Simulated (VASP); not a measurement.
# Hf (Im-3m) in VASP: a series of runs

Hf is run at these levels: PBEsol; tasks: single point, relaxation of cell and atoms.

Everything below comes from runs of VASP 6.6.1. Logs are shortened: lines on timing, memory, paths and dates and some standing lists are left out, and cuts for length are marked.

## (1) The cell of the first run

It takes space group Im-3m (No. 229, cubic). The conventional cell has a = 3.627 Å, b = 3.627 Å, c = 3.627 Å, α = 90.00°, β = 90.00°, γ = 90.00°. Hf (site symmetry m-3m) has 14 Hf at 3.14 to 3.63 Å within 4.1 Å.

## (2) Single point, PBEsol (volume scaled by 1.12)

Input file INCAR:

```
SYSTEM = Hf
PREC = Accurate
ENCUT = 520
EDIFF = 1E-7
ISMEAR = -1
SIGMA = 0.1
LREAL = .FALSE.
LASPH = .TRUE.
NELM = 80
ALGO = Normal
ISIF = 2
LWAVE = .FALSE.
LCHARG = .FALSE.
GGA = PS
NBANDS = 11
```

Input file KPOINTS:

```
regular mesh
0
G
  14 14 14
  0 0 0
```

Input file POSCAR:

```
Hf
1.0
   -1.8132961131      1.8132961131      1.8132961131
    1.8132961131     -1.8132961131      1.8132961131
    1.8132961131      1.8132961131     -1.8132961131
Hf
1
Direct
    0.0000000000      0.0000000000      0.0000000000
```

Potentials or basis: VASP PAW PBE potentials, release 64 (Hf_pv).

On the command line:

```bash
> cat potpaw_PBE.64/Hf_pv/POTCAR > POTCAR
> mpirun -np 1 vasp_std > vasp.out
```

OUTCAR:

```text
SYSTEM = Hf
   PREC = Accurate
   ENCUT = 520
   EDIFF = 1E-7
   ISMEAR = -1
   LREAL = .FALSE.
   LASPH = .TRUE.
   NELM = 80
   ISIF = 2
   GGA = PS

 ion  position               nearest neighbor table
   1  0.000  0.000  0.000-

  LATTYP: Found a body centered cubic cell.
 ALAT       =     3.6265922262

  Lattice vectors:

 A1 = (  -1.8132961131,   1.8132961131,   1.8132961131)
 A2 = (   1.8132961131,  -1.8132961131,   1.8132961131)
 A3 = (   1.8132961131,   1.8132961131,  -1.8132961131)

Analysis of symmetry for initial positions (statically):
=====================================================================
 Subroutine PRICEL returns:
 Original cell was already a primitive cell.

 Routine SETGRP: Setting up the symmetry group for a
 body centered cubic supercell.

 Subroutine GETGRP returns: Found 48 space group operations
 (whereof 48 operations were pure point group operations)
 out of a pool of 48 trial point group operations.

The static configuration has the point symmetry O_h .

Analysis of symmetry for dynamics (positions and initial velocities):
=====================================================================
 Subroutine PRICEL returns:
 Original cell was already a primitive cell.

 Routine SETGRP: Setting up the symmetry group for a
 body centered cubic supercell.

 Subroutine GETGRP returns: Found 48 space group operations
 (whereof 48 operations were pure point group operations)
 out of a pool of 48 trial point group operations.

The dynamic configuration has the point symmetry O_h .

 Subroutine INISYM returns: Found 48 space group operations
 (whereof 48 operations are pure point group operations),
 and found     1 'primitive' translations

----------------------------------------------------------------------------------------

                                     Primitive cell

  volume of cell :      23.8488

  direct lattice vectors                    reciprocal lattice vectors
    -1.813296113  1.813296113  1.813296113     0.000000000  0.275740954  0.275740954
     1.813296113 -1.813296113  1.813296113     0.275740954  0.000000000  0.275740954
     1.813296113  1.813296113 -1.813296113     0.275740954  0.275740954  0.000000000

  length of vectors
     3.140720997  3.140720997  3.140720997     0.389956597  0.389956597  0.389956597

  position of ions in fractional coordinates (direct lattice)
     0.000000000  0.000000000  0.000000000

  ion indices of the primitive-cell ions
   primitive index   ion index
                 1           1

----------------------------------------------------------------------------------------

 KPOINTS: regular mesh

Automatic generation of k-mesh.
 Grid dimensions read from file:
 generate k-points for:   14   14   14

 Generating k-lattice:

  Cartesian coordinates                     Fractional coordinates (reciprocal lattice)
     0.000000000  0.019695782  0.019695782     0.071428571  0.000000000  0.000000000
     0.019695782  0.000000000  0.019695782     0.000000000  0.071428571  0.000000000
     0.019695782  0.019695782  0.000000000     0.000000000  0.000000000  0.071428571

  Length of vectors
     0.027854043  0.027854043  0.027854043

  Shift w.r.t. Gamma in fractional coordinates (k-lattice)
     0.000000000  0.000000000  0.000000000

 Subroutine IBZKPT returns following result:
 ===========================================

 Found    104 irreducible k-points:

 Following reciprocal coordinates:
            Coordinates               Weight
  0.000000  0.000000  0.000000      1.000000
  0.071429  0.000000  0.000000     12.000000
  0.142857  0.000000  0.000000     12.000000
  0.214286  0.000000  0.000000     12.000000
  0.285714  0.000000  0.000000     12.000000
  0.357143  0.000000  0.000000     12.000000
[... 16 lines left out ...]
  0.285714  0.285714  0.000000     24.000000
  0.357143  0.285714  0.000000     24.000000
 [... further k-points ...]
   k-points           NKPTS =    104   k-points in BZ     NKDIM =    104   number of bands    NBANDS=     11
   number of dos      NEDOS =    301   number of ions     NIONS =      1
   total plane-waves  NPLWV =  13824
   dimension x,y,z NGX =    24 NGY =   24 NGZ =   24
   dimension x,y,z NGXF=    48 NGYF=   48 NGZF=   48
   ions per type =               1
   NGX,Y,Z   is equivalent  to a cutoff of  12.70, 12.70, 12.70 a.u.
   NGXF,Y,Z  is equivalent  to a cutoff of  25.41, 25.41, 25.41 a.u.
 SYSTEM =  Hf
   PREC   = accura    normal or accurate (medium, high low for compatibility)
   ISTART =      0    job   : 0-new  1-cont  2-samecut
   ICHARG =      2    charge: 1-file 2-atom 10-const
   ISPIN  =      1    spin polarized calculation?
   LNONCOLLINEAR =      F non collinear calculations
   LSORBIT =      F    spin-orbit coupling
   LASPH  =      T    aspherical Exc in radial PAW
   ENCUT  =  520.0 eV  38.22 Ry    6.18 a.u.   5.84  5.84  5.84*2*pi/ulx,y,z
   NELM   =     80;   NELMIN=  2; NELMDL= -5     # of ELM steps
   EDIFF  = 0.1E-06   stopping-criterion for ELM
   LREAL  =      F    real-space projection
   EDIFFG = 0.1E-05   stopping-criterion for IOM
   NSW    =      0    number of steps for IOM
   IBRION =     -1    ionic relax: 0-MD 1-quasi-New 2-CG
   NFREE  =      0    steps in history (QN), initial steepest desc. (CG)
   ISIF   =      2    stress and relaxation
   ISYM   =      2    0-nonsym 1-usesym 2-fastsym
   POTIM  = 0.5000    time-step for ionic-motion
   TEBEG  =    0.0;   TEEND  =   0.0 temperature during run
   PSTRESS=    0.0 pullay stress
   NELECT =      10.0000    total number of electrons
   NUPDOWN=      -1.0000    fix difference up-down
   EMIN   =  10.00;   EMAX   =-10.00  energy-range for DOS
   EFERMI =   0.00;   METHOD = LEGACY
   ISMEAR =    -1;   SIGMA  =   0.10  broadening in eV -4-tet -1-fermi 0-gaus
   EFERMI_NEDOS =   21; number of points for ismear=-14 and -15
   IALGO  =     38    algorithm
   IMIX   =      4    mixing-type and parameters
     AMIX     =   0.40;   BMIX     =  1.00
     AMIX_MAG =   1.60;   BMIX_MAG =  1.00
  volume/ion in A,a.u.               =      23.85       160.94
  Fermi-wavevector in a.u.,A,eV,Ry     =   1.225329  2.315536 20.428217  1.501432
  Thomas-Fermi vector in A             =   2.360371
   LORBIT       =      0    0 simple, 1 ext, 2 COOP (PROOUT), +10 PAW based schemes
   GGA     = PS    functional components
   LHFCALC =     F    Hartree Fock is set to
   AEXX    =    0.0000 exact exchange contribution
   IVDW    =     0    specifies the selected vdW correction
   LEPSILON=     F    determine dielectric tensor
   LRPA    =     F    only Hartree local field effects (RPA)
 non-spin polarized calculation
  energy-cutoff  :      520.00
  volume of cell :       23.85
 maximum number of plane-waves:       682
   NGX = 11   NGY = 11   NGZ = 11

 number of electron      10.0000000 magnetization

 number of electron       9.9999999 magnetization

 Free energy of the ion-electron system (eV)
  ---------------------------------------------------
  ext. energy  EPLUGINS =         0.00000000
  ---------------------------------------------------
  free energy    TOTEN  =       -10.27639876 eV

  energy without entropy =      -10.20601728  energy(sigma->0) =      -10.24120802

 E-fermi :   4.0018     XC(G=0): -11.1029

 val. band max:        3.9991827623   @ k =  -0.2857   0.3571   0.0714
 cond. band min:       4.0039370152   @ k =   0.1429   0.1429   0.0714
 fundamental gap:      0.0047542529
 Fermi energy:         4.0017907253

 k-point     1 :       0.0000    0.0000    0.0000
  band No.  band energies     occupation
      1     -26.0327      2.00000
      2     -26.0327      2.00000
      3     -26.0327      2.00000
      4      -2.8327      2.00000
      5       5.4545      0.00000
      6       5.4545      0.00000
      7       5.4545      0.00000
      8       8.0659      0.00000
      9       8.0659      0.00000
     10      17.0172      0.00000
     11      17.0172      0.00000

 k-point     2 :       0.0714    0.0000    0.0000
  band No.  band energies     occupation
      1     -26.0674      2.00000
      2     -26.0437      2.00000
      3     -26.0328      2.00000
      4      -2.6572      2.00000
      5       5.3335      0.00000
      6       5.4071      0.00000
      7       5.6260      0.00000
      8       7.8765      0.00000
      9       8.0652      0.00000
     10      17.0025      0.00000
     11      17.1784      0.00000

 k-point     3 :       0.1429    0.0000    0.0000
  band No.  band energies     occupation
      1     -26.1637      2.00000
      2     -26.0746      2.00000
      3     -26.0330      2.00000
      4      -2.1524      2.00000
      5       5.0173      0.00008
      6       5.1947      0.00001
      7       6.1332      0.00000
      8       7.5727      0.00000
      9       8.0799      0.00000
     10      17.0000      0.00000
     11      17.4958      0.00000

 k-point     4 :       0.2143    0.0000    0.0000
  band No.  band energies     occupation
      1     -26.2997      2.00000
      2     -26.1188      2.00000
      3     -26.0333      2.00000
      4      -1.3882      2.00000
      5       4.6084      0.00463
      6       4.7753      0.00087
      7       6.9526      0.00000
      8       7.5159      0.00000
      9       8.1455      0.00000
     10      16.9931      0.00000
     11      17.3527      0.00000

 k-point     5 :       0.2857    0.0000    0.0000
  band No.  band energies     occupation
      1     -26.4467      2.00000
      2     -26.1674      2.00000
      3     -26.0337      2.00000
      4      -0.5035      2.00000
      5       4.2052      0.23125
      6       4.3719      0.04819
      7       7.6893      0.00000
      8       8.0371      0.00000
      9       8.2878      0.00000
     10      16.4234      0.00000
     11      16.7045      0.00000
[... 211 lines left out ...]
 k-point    21 :       0.2857    0.2143   -0.0000
  band No.  band energies     occupation
      1     -26.5832      2.00000
      2     -26.3066      2.00000
      3     -26.0991      2.00000
      4       1.5109      2.00000
      5       3.4475      1.99220
      6       3.9903      1.05718
      7       7.7147      0.00000
      8       8.6424      0.00000
      9      11.1167      0.00000
     10      12.9408      0.00000
     11      16.3003      0.00000

 k-point    22 :       0.3571    0.2143    0.0000
  band No.  band energies     occupation
      1     -26.6011      2.00000
      2     -26.3503      2.00000
      3     -26.1027      2.00000
      4       1.8391      2.00000
      5       3.5126      1.98510
      6       3.9817      1.10025
      7       7.8019      0.00000
      8       8.7887      0.00000
      9      11.7703      0.00000
     10      12.1664      0.00000
     11      15.4619      0.00000

 k-point    23 :       0.2857    0.2857    0.0000
  band No.  band energies     occupation
      1     -26.5651      2.00000
      2     -26.3889      2.00000
      3     -26.1114      2.00000
      4       2.1677      2.00000
      5       3.3177      1.99786
      6       3.8415      1.66473
      7       8.0169      0.00000
      8       8.5507      0.00000
      9      11.5396      0.00000
     10      12.4304      0.00000
     11      15.4158      0.00000

 k-point    24 :       0.3571    0.2857    0.0000
  band No.  band energies     occupation
      1     -26.5394      2.00000
      2     -26.4382      2.00000
      3     -26.1150      2.00000
      4       2.4176      2.00000
      5       3.4214      1.99399
      6       3.6410      1.94721
      7       8.1707      0.00000
      8       8.6278      0.00000
      9      10.8477      0.00000
     10      13.2868      0.00000
     11      14.6463      0.00000

 [... further k-points ...]

------------------------ aborting loop because EDIFF is reached ----------------------------------------

  FORCE on cell =-STRESS in cart. coord.  units (eV):
  Direction    XX          YY          ZZ          XY          YZ          ZX
  --------------------------------------------------------------------------------------
  -------------------------------------------------------------------------------------
  Total       -1.5044663     -1.5044663     -1.5044663      0.0000000     -0.0000000     -0.0000000
  in kB     -101.0710715   -101.0710715   -101.0710715      0.0000000     -0.0000000     -0.0000000
  external PRESSURE =    -101.0710715 kB  Pullay stress =       0.0000000 kB

 VOLUME and BASIS-vectors are now :
 -----------------------------------------------------------------------------
  energy-cutoff  :      520.00
  volume of cell :       23.85
      direct lattice vectors                 reciprocal lattice vectors
    -1.813296113  1.813296113  1.813296113     0.000000000  0.275740954  0.275740954
     1.813296113 -1.813296113  1.813296113     0.275740954  0.000000000  0.275740954
     1.813296113  1.813296113 -1.813296113     0.275740954  0.275740954  0.000000000

 POSITION                                       TOTAL-FORCE (eV/Angst)
 -----------------------------------------------------------------------------------
      0.00000      0.00000      0.00000         0.000000      0.000000      0.000000
 -----------------------------------------------------------------------------------
    total drift:                                0.000000      0.000000     -0.000000

  FREE ENERGIE OF THE ION-ELECTRON SYSTEM (eV)
  ---------------------------------------------------
  free  energy   TOTEN  =       -10.2763987643 eV

  energy  without entropy=      -10.2060172841  energy(sigma->0) =      -10.24120802
```

Wall time 21 s (1 thread of Intel Xeon 8259CL, shared host); peak memory 0.16 GiB.

What came out:

* Free energy: -10.2764 eV
* Pressure: -10.1 GPa
* Band gap on the k mesh: zero (band 5 reaches 5.45 eV, above the bottom of band 6 at 3.29 eV)

Levels at points of the mesh, in eV from the Fermi level:
| k point | band 1 | band 2 | band 3 | band 4 | band 5 | band 6 | band 7 | band 8 | band 9 | band 10 |
| --- | --- | --- | --- | --- | --- | --- | --- | --- | --- | --- |
| (0.00, 0.00, 0.00) | -30.03 | -30.03 | -30.03 | -6.83 | 1.45 | 1.45 | 1.45 | 4.06 | 4.06 | 13.02 |
| (0.50, 0.00, 0.00) | -30.70 | -30.25 | -30.04 | -3.20 | -0.41 | 0.87 | 3.85 | 4.80 | 7.05 | 9.30 |
| (0.50, 0.50, 0.50) | -30.50 | -30.50 | -30.50 | -2.31 | -2.31 | 6.30 | 6.30 | 6.30 | 6.74 | 6.74 |

Caveat: the PAW data sets were made with another functional, which shifts forces and pressure a little; spin-orbit coupling is left out, which moves the levels of the heavy elements.

[end of part 1 of 2]
